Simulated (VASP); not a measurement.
# KI (Fm-3m) in VASP: notebook

The runs below take KI through single point, with PBEsol.

Program: VASP 6.6.1. These are calculated values, not measurements. Logs are shortened: lines on timing, memory, paths and dates and some standing lists are left out, and cuts for length are marked.

## (1) The cell of the first run

It takes space group Fm-3m (No. 225, cubic). Conventional cell: a = 6.485 Å, b = 6.485 Å, c = 6.485 Å, α = 90.00°, β = 90.00°, γ = 90.00°. Within 4.3 Å of K (site symmetry m-3m) lie 6 I at 3.24 Å. Within 4.3 Å of I (site symmetry m-3m) lie 6 K at 3.24 Å.

## (2) Single point, PBEsol (strain -0.080 along x and y, -0.080 along z)

Input file INCAR:

```
  PREC = Accurate
  ENCUT = 520
  EDIFF = 1E-6
  ISMEAR = 0
  SIGMA = 0.05
  LREAL = F
  LASPH = T
  NELM = 100
  ALGO = Normal
  ISIF = 2
  LWAVE = F
  LCHARG = T
  GGA = PS
  LELF = T
  LVHAR = T
  NBANDS = 15
```

Input file KPOINTS:

```
regular mesh
0
Gamma
  6 6 6
```

Input file POSCAR:

```
KI
1.0
    0.0000000000      3.2425860000      3.2425860000
    3.2425860000      0.0000000000      3.2425860000
    3.2425860000      3.2425860000      0.0000000000
K I
1 1
Direct
    0.0000000000      0.0000000000      0.0000000000
    0.5000000000      0.5000000000      0.5000000000
```

Potentials or basis: VASP PAW PBE potentials, release 64 (K_sv, I).

Started as:

```console
$ cat potpaw_PBE.64/K_sv/POTCAR potpaw_PBE.64/I/POTCAR > POTCAR
$ mpirun -np 1 vasp_std > vasp.out
```

OUTCAR:

```text
PREC = Accurate
   ENCUT = 520
   EDIFF = 1E-6
   ISMEAR = 0
   LREAL = F
   LASPH = T
   NELM = 100
   ISIF = 2
   GGA = PS

 ion  position               nearest neighbor table
   1  0.000  0.000  0.000-   2 3.24   2 3.24   2 3.24   2 3.24   2 3.24   2 3.24
   2  0.500  0.500  0.500-   1 3.24   1 3.24   1 3.24   1 3.24   1 3.24   1 3.24

  LATTYP: Found a face centered cubic cell.
 ALAT       =     6.4851720000

  Lattice vectors:

 A1 = (   0.0000000000,   3.2425860000,   3.2425860000)
 A2 = (   3.2425860000,   0.0000000000,   3.2425860000)
 A3 = (   3.2425860000,   3.2425860000,   0.0000000000)

Analysis of symmetry for initial positions (statically):
=====================================================================
 Subroutine PRICEL returns:
 Original cell was already a primitive cell.

 Routine SETGRP: Setting up the symmetry group for a
 face centered cubic supercell.

 Subroutine GETGRP returns: Found 48 space group operations
 (whereof 48 operations were pure point group operations)
 out of a pool of 48 trial point group operations.

The static configuration has the point symmetry O_h .

Analysis of symmetry for dynamics (positions and initial velocities):
=====================================================================
 Subroutine PRICEL returns:
 Original cell was already a primitive cell.

 Routine SETGRP: Setting up the symmetry group for a
 face centered cubic supercell.

 Subroutine GETGRP returns: Found 48 space group operations
 (whereof 48 operations were pure point group operations)
 out of a pool of 48 trial point group operations.

The dynamic configuration has the point symmetry O_h .

 Subroutine INISYM returns: Found 48 space group operations
 (whereof 48 operations are pure point group operations),
 and found     1 'primitive' translations

----------------------------------------------------------------------------------------

                                     Primitive cell

  volume of cell :      68.1875

  direct lattice vectors                    reciprocal lattice vectors
     0.000000000  3.242586000  3.242586000    -0.154197915  0.154197915  0.154197915
     3.242586000  0.000000000  3.242586000     0.154197915 -0.154197915  0.154197915
     3.242586000  3.242586000  0.000000000     0.154197915  0.154197915 -0.154197915

  length of vectors
     4.585709098  4.585709098  4.585709098     0.267078623  0.267078623  0.267078623

  position of ions in fractional coordinates (direct lattice)
     0.000000000  0.000000000  0.000000000
     0.500000000  0.500000000  0.500000000

  ion indices of the primitive-cell ions
   primitive index   ion index
                 1           1
                 2           2

----------------------------------------------------------------------------------------

 KPOINTS: regular mesh

Automatic generation of k-mesh.
 Grid dimensions read from file:
 generate k-points for:    6    6    6

 Generating k-lattice:

  Cartesian coordinates                     Fractional coordinates (reciprocal lattice)
    -0.025699652  0.025699652  0.025699652     0.166666667  0.000000000  0.000000000
     0.025699652 -0.025699652  0.025699652     0.000000000  0.166666667  0.000000000
     0.025699652  0.025699652 -0.025699652     0.000000000  0.000000000  0.166666667

  Length of vectors
     0.044513104  0.044513104  0.044513104

  Shift w.r.t. Gamma in fractional coordinates (k-lattice)
     0.000000000  0.000000000  0.000000000

 Subroutine IBZKPT returns following result:
 ===========================================

 Found     16 irreducible k-points:

 Following reciprocal coordinates:
            Coordinates               Weight
  0.000000  0.000000  0.000000      1.000000
  0.166667  0.000000  0.000000      8.000000
  0.333333  0.000000  0.000000      8.000000
  0.500000  0.000000  0.000000      4.000000
  0.166667  0.166667  0.000000      6.000000
  0.333333  0.166667  0.000000     24.000000
[... 8 lines left out ...]
 -0.333333  0.333333  0.166667     24.000000
 -0.333333  0.500000  0.166667     12.000000
   k-points           NKPTS =     16   k-points in BZ     NKDIM =     16   number of bands    NBANDS=     15
   number of dos      NEDOS =    301   number of ions     NIONS =      2
   total plane-waves  NPLWV =  46656
   dimension x,y,z NGX =    36 NGY =   36 NGZ =   36
   dimension x,y,z NGXF=    72 NGYF=   72 NGZF=   72
   ions per type =               1   1
   NGX,Y,Z   is equivalent  to a cutoff of  13.05, 13.05, 13.05 a.u.
   NGXF,Y,Z  is equivalent  to a cutoff of  26.10, 26.10, 26.10 a.u.
 SYSTEM =  unknown system
   PREC   = accura    normal or accurate (medium, high low for compatibility)
   ISTART =      0    job   : 0-new  1-cont  2-samecut
   ICHARG =      2    charge: 1-file 2-atom 10-const
   ISPIN  =      1    spin polarized calculation?
   LNONCOLLINEAR =      F non collinear calculations
   LSORBIT =      F    spin-orbit coupling
   LASPH  =      T    aspherical Exc in radial PAW
   ENCUT  =  520.0 eV  38.22 Ry    6.18 a.u.   8.53  8.53  8.53*2*pi/ulx,y,z
   NELM   =    100;   NELMIN=  2; NELMDL= -5     # of ELM steps
   EDIFF  = 0.1E-05   stopping-criterion for ELM
   LREAL  =      F    real-space projection
   EDIFFG = 0.1E-04   stopping-criterion for IOM
   NSW    =      0    number of steps for IOM
   IBRION =     -1    ionic relax: 0-MD 1-quasi-New 2-CG
   NFREE  =      0    steps in history (QN), initial steepest desc. (CG)
   ISIF   =      2    stress and relaxation
   ISYM   =      2    0-nonsym 1-usesym 2-fastsym
   POTIM  = 0.5000    time-step for ionic-motion
   TEBEG  =    0.0;   TEEND  =   0.0 temperature during run
   PSTRESS=    0.0 pullay stress
   NELECT =      16.0000    total number of electrons
   NUPDOWN=      -1.0000    fix difference up-down
   EMIN   =  10.00;   EMAX   =-10.00  energy-range for DOS
   EFERMI =   0.00;   METHOD = LEGACY
   ISMEAR =     0;   SIGMA  =   0.05  broadening in eV -4-tet -1-fermi 0-gaus
   EFERMI_NEDOS =   21; number of points for ismear=-14 and -15
   IALGO  =     38    algorithm
   IMIX   =      4    mixing-type and parameters
     AMIX     =   0.40;   BMIX     =  1.00
     AMIX_MAG =   1.60;   BMIX_MAG =  1.00
  volume/ion in A,a.u.               =      34.09       230.08
  Fermi-wavevector in a.u.,A,eV,Ry     =   1.009749  1.908148 13.872399  1.019593
  Thomas-Fermi vector in A             =   2.142696
   LORBIT       =      0    0 simple, 1 ext, 2 COOP (PROOUT), +10 PAW based schemes
   GGA     = PS    functional components
   LHFCALC =     F    Hartree Fock is set to
   AEXX    =    0.0000 exact exchange contribution
   IVDW    =     0    specifies the selected vdW correction
   LEPSILON=     F    determine dielectric tensor
   LRPA    =     F    only Hartree local field effects (RPA)
 non-spin polarized calculation
 Gauss-broadening in eV      SIGMA  =   0.05
  energy-cutoff  :      520.00
  volume of cell :       68.19
 maximum number of plane-waves:      1853
 NGX is ok and might be reduce to    36
   NGX = 17   NGY = 17   NGZ = 17

 number of electron      16.0000001 magnetization

 Free energy of the ion-electron system (eV)
  ---------------------------------------------------
  ext. energy  EPLUGINS =         0.00000000
  ---------------------------------------------------
  free energy    TOTEN  =        -5.58433085 eV

  energy without entropy =       -5.58433085  energy(sigma->0) =       -5.58433085

 E-fermi :   1.3005     XC(G=0):  -8.4322

 val. band max:        1.0867990997   @ k =   0.0000   0.0000   0.0000
 cond. band min:       5.2907481678   @ k =   0.5000   0.5000   0.0000
 fundamental gap:      4.2039490682
 Fermi energy:         1.3005051681

 k-point     1 :       0.0000    0.0000    0.0000
  band No.  band energies     occupation
      1     -26.9251      2.00000
      2     -10.5243      2.00000
      3     -10.5243      2.00000
      4     -10.5243      2.00000
      5      -9.9635      2.00000
      6       1.0868      2.00000
      7       1.0868      2.00000
      8       1.0868      2.00000
      9       5.5687      0.00000
     10       7.2382      0.00000
     11       7.2382      0.00000
     12       7.2382      0.00000
     13       8.1833      0.00000
     14       8.1833      0.00000
     15      10.8194      0.00000

 k-point     2 :       0.1667    0.0000    0.0000
  band No.  band energies     occupation
      1     -26.9228      2.00000
      2     -10.7687      2.00000
      3     -10.5251      2.00000
      4     -10.5251      2.00000
      5      -9.6500      2.00000
      6       0.4103      2.00000
      7       0.9049      2.00000
      8       0.9049      2.00000
      9       6.2716      0.00000
     10       7.3235      0.00000
     11       7.6139      0.00000
     12       7.6139      0.00000
     13       8.6826      0.00000
     14       8.6826      0.00000
     15      11.9637      0.00000

 k-point     3 :       0.3333    0.0000    0.0000
  band No.  band energies     occupation
      1     -26.9181      2.00000
      2     -11.0355      2.00000
      3     -10.5268      2.00000
      4     -10.5268      2.00000
      5      -9.2351      2.00000
      6      -0.5837      2.00000
      7       0.5851      2.00000
      8       0.5851      2.00000
      9       6.5414      0.00000
     10       8.5611      0.00000
     11       8.5611      0.00000
     12       8.7437      0.00000
     13       9.9062      0.00000
     14       9.9062      0.00000
     15      11.8143      0.00000
[... 199 lines left out ...]
 k-point    15 :      -0.3333    0.3333    0.1667
  band No.  band energies     occupation
      1     -26.9135      2.00000
      2     -10.9050      2.00000
      3     -10.6019      2.00000
      4     -10.5720      2.00000
      5      -9.2964      2.00000
      6      -0.4268      2.00000
      7       0.0845      2.00000
      8       0.3341      2.00000
      9       7.3344      0.00000
     10       7.6089      0.00000
     11       8.7877      0.00000
     12       9.9289      0.00000
     13      10.5310      0.00000
     14      10.7132      0.00000
     15      11.8327      0.00000

 k-point    16 :      -0.3333    0.5000    0.1667
  band No.  band energies     occupation
      1     -26.9127      2.00000
      2     -10.7373      2.00000
      3     -10.6486      2.00000
      4     -10.6039      2.00000
      5      -9.4505      2.00000
      6      -0.2137      2.00000
      7       0.1911      2.00000
      8       0.2286      2.00000
      9       6.3303      0.00000
     10       8.0436      0.00000
     11       8.7337      0.00000
     12      10.0181      0.00000
     13      10.2560      0.00000
     14      11.2275      0.00000
     15      12.1004      0.00000

------------------------ aborting loop because EDIFF is reached ----------------------------------------

  FORCE on cell =-STRESS in cart. coord.  units (eV):
  Direction    XX          YY          ZZ          XY          YZ          ZX
  --------------------------------------------------------------------------------------
  -------------------------------------------------------------------------------------
  Total        2.1865289      2.1865289      2.1865289      0.0000000      0.0000000     -0.0000000
  in kB       51.3761185     51.3761185     51.3761185      0.0000000      0.0000000     -0.0000000
  external PRESSURE =      51.3761185 kB  Pullay stress =       0.0000000 kB

 VOLUME and BASIS-vectors are now :
 -----------------------------------------------------------------------------
  energy-cutoff  :      520.00
  volume of cell :       68.19
      direct lattice vectors                 reciprocal lattice vectors
     0.000000000  3.242586000  3.242586000    -0.154197915  0.154197915  0.154197915
     3.242586000  0.000000000  3.242586000     0.154197915 -0.154197915  0.154197915
     3.242586000  3.242586000  0.000000000     0.154197915  0.154197915 -0.154197915

 POSITION                                       TOTAL-FORCE (eV/Angst)
 -----------------------------------------------------------------------------------
      0.00000      0.00000      0.00000        -0.000000      0.000000      0.000000
      3.24259      3.24259      3.24259         0.000000     -0.000000     -0.000000
 -----------------------------------------------------------------------------------
    total drift:                                0.000000      0.000000      0.000000

  FREE ENERGIE OF THE ION-ELECTRON SYSTEM (eV)
  ---------------------------------------------------
  free  energy   TOTEN  =        -5.5843308549 eV

  energy  without entropy=       -5.5843308549  energy(sigma->0) =       -5.58433085
```

It took 13 s on 1 thread of Intel Xeon Platinum 8488C (Sapphire Rapids), shared host; peak memory 0.21 GiB.

Results:

```yaml
Free_energy: -5.5843 eV
Pressure: 5.1 GPa
Band_gap_on_the_k_mesh: 4.20 eV (least direct gap 4.48 eV)
```

Caveat: the cell differs from its parent crystal (strain -0.080 along x and y, -0.080 along z); the cell stands under pressure; the PAW data sets were made with another functional, which shifts forces and pressure a little; spin-orbit coupling is left out, which moves the levels of the heavy elements.

## (3) Single point, PBEsol (strain -0.040 along x and y, -0.040 along z)

Input file INCAR:

```
SYSTEM = KI
PREC     = Accurate       ! precision mode
ENCUT    = 520            ! plane-wave cutoff, eV
EDIFF    = 1E-6           ! SCF threshold, eV
ISMEAR   = 0              ! smearing method
SIGMA    = 0.05           ! smearing width, eV
LREAL    = .False.        ! projectors in reciprocal space
LASPH    = .True.         ! aspherical terms in the spheres
NELM     = 60             ! most SCF steps
ALGO     = Normal         ! electronic algorithm
ISIF     = 2              ! what is computed and relaxed
LWAVE    = .False.        ! write WAVECAR
LCHARG   = .True.         ! write CHGCAR
GGA      = PS             ! functional
LELF     = .True.         ! ELF
LVHAR    = .True.       
NBANDS   = 15             ! bands
```

Input file KPOINTS:

```
Automatic mesh
0
Gamma
  6 6 6
  0 0 0
```

Input file POSCAR:

```
KI
1.0
    0.0000000000      3.3835680000      3.3835680000
    3.3835680000      0.0000000000      3.3835680000
    3.3835680000      3.3835680000      0.0000000000
K I
1 1
Direct
    0.0000000000      0.0000000000      0.0000000000
    0.5000000000      0.5000000000      0.5000000000
```

Potentials or basis: VASP PAW PBE potentials, release 64 (K_sv, I).

Started as:

```console
$ cat potpaw_PBE.64/K_sv/POTCAR potpaw_PBE.64/I/POTCAR > POTCAR
$ mpirun -np 1 vasp_std > vasp.out
```

Run time: 15 s. Hardware: 1 thread of Intel Xeon Platinum 8488C (Sapphire Rapids), shared host; peak memory 0.21 GiB.

It converged, with:

- Free energy: -5.7731 eV
- Pressure: 1.7 GPa
- Band gap on the k mesh: 4.11 eV

Levels at points of the mesh, in eV from the valence-band top:
```tsv
k point	band 6	band 7	band 8	band 9	band 10	band 11
(0.00, 0.00, 0.00)	0.00	0.00	0.00	4.11	6.33	6.33
(0.50, 0.00, 0.00)	-1.69	-0.47	-0.47	5.49	7.93	8.32
(0.50, 0.50, 0.00)	-1.24	-0.45	-0.45	4.56	5.96	8.18
```

Caveat: the cell differs from its parent crystal (strain -0.040 along x and y, -0.040 along z); the PAW data sets were made with another functional, which shifts forces and pressure a little; spin-orbit coupling is left out, which moves the levels of the heavy elements. A k mesh can miss the band edges.

[end of part 1 of 2]
